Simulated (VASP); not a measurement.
Here is a VASP 6.6.1 calculation.

INCAR

```
SYSTEM = Ba6Ti6CO19
PREC = Accurate
ENCUT = 520
EDIFF = 1E-7
ISMEAR = -1
SIGMA = 0.02
LREAL = Auto
LASPH = .True.
NELM = 80
ALGO = Normal
ISIF = 2
LWAVE = .False.
LCHARG = .False.
GGA = PE
NBANDS = 147
```

The input KPOINTS:

```
Automatic mesh
0
Gamma
  2 2 1
  0 0 0
```

File POSCAR:

```
Ba6Ti6CO19
1.0
    5.6551570000      0.0000000000      0.0000000000
    0.0000000000      8.0444000000      0.0000000000
    0.0000000000      0.0000000000     20.0689460000
Ba Ti O C
6 6 19 1
Direct
    0.0000000000      0.0000000000      0.0498282272
    0.4939739074     -0.0011685147      0.2260905979
    0.0141640630     -0.0150539506      0.4318014509
    0.0000000000      0.5000000000      0.0498282272
    0.4880854767      0.4925413953      0.2205447162
    0.0627568784      0.4819253145      0.4842207458
    0.5000038018      0.2489557953      0.0498282272
   -0.0110872253      0.2501118791      0.2154223744
    0.5286325384      0.2182636368      0.4010674004
    0.5000038018      0.7489557953      0.0498282272
   -0.0137573546      0.7427900154      0.2217605249
    0.5360770709      0.7170951221      0.3866819912
    0.5000038018      0.0076450699      0.0498282272
    0.2500019009      0.2434985829      0.1202753747
    0.7500057028      0.2434985829      0.1202753747
   -0.0016798826     -0.0100939784      0.1818032696
    0.7658673314      0.2295634230      0.2695358291
    0.2225579237      0.2342499130      0.2608557520
    0.5320276696     -0.0141464870      0.3798056958
    0.2797092990      0.2202401671      0.4471585105
    0.7738600361      0.2440704092      0.4483145253
    0.5000038018      0.5076450699      0.0498282272
    0.2500019009      0.7434985829      0.1202753747
    0.7500057028      0.7434985829      0.1202753747
   -0.0119360081      0.5132017304      0.1757142602
    0.7466105716      0.7282705982      0.2775531909
    0.2225402407      0.7248520710      0.2723062786
    0.4746817816      0.4876808712      0.3645981209
    0.2855623637      0.7320620556      0.4397490531
    0.7859905569      0.7149818507      0.4470488884
    0.4856275431      0.8141937248      0.8637822833
    0.5258739943      0.9179553478      0.8260573326
```

Potentials or basis: VASP PAW PBE potentials, release 64 (Ba_sv, Ti_sv, O, C).

Command:

```sh
$ cat potpaw_PBE.64/Ba_sv/POTCAR potpaw_PBE.64/Ti_sv/POTCAR potpaw_PBE.64/O/POTCAR potpaw_PBE.64/C/POTCAR > POTCAR
$ mpirun -np 1 vasp_std > vasp.out
```

Q: What does it give for the band gap on the k mesh?

A: 0.02 eV (least direct gap 0.08 eV).

Q: Predict the largest force.

A: 8.771 eV/Å.

Forces on the atoms (eV/Å):
```
Ba  -0.008 -0.079  3.010
Ba  -0.061 -0.862 -0.197
Ba  -0.116 -1.098 -0.982
Ba  -0.030  0.017  2.646
Ba   0.045 -0.065  0.185
Ba  -0.134  0.278 -0.787
Ti  -0.036 -0.158  8.325
Ti  -1.929 -0.069 -5.792
Ti   0.104  0.488 -4.174
Ti  -0.004 -0.084  8.771
Ti  -0.781  0.102 -2.603
Ti   0.662 -0.505  0.597
O   -0.005 -0.507 -2.690
O    1.868  0.442 -4.100
O   -1.900  0.362 -3.953
O   -0.216 -0.234  0.813
O   -2.530  0.329  2.087
O    4.404  0.124  3.328
O    0.257  0.118 -0.670
O   -1.383  0.960  2.277
O    1.333  0.846  1.893
O   -0.001 -0.672 -2.648
O    2.284  0.501 -4.208
O   -2.369  0.612 -4.205
O    0.024 -0.757  1.425
O   -0.898  0.482  0.626
O    1.753  0.604  1.026
O    0.700 -0.286  0.374
O    0.364 -0.281  0.380
O   -1.399 -0.614 -0.750
O    0.038  0.143 -0.142
C   -0.036 -0.135  0.139
```

Caveat: the k points lie up to 0.56 Å⁻¹ apart; spin-orbit coupling is left out, which moves the levels of the heavy elements.
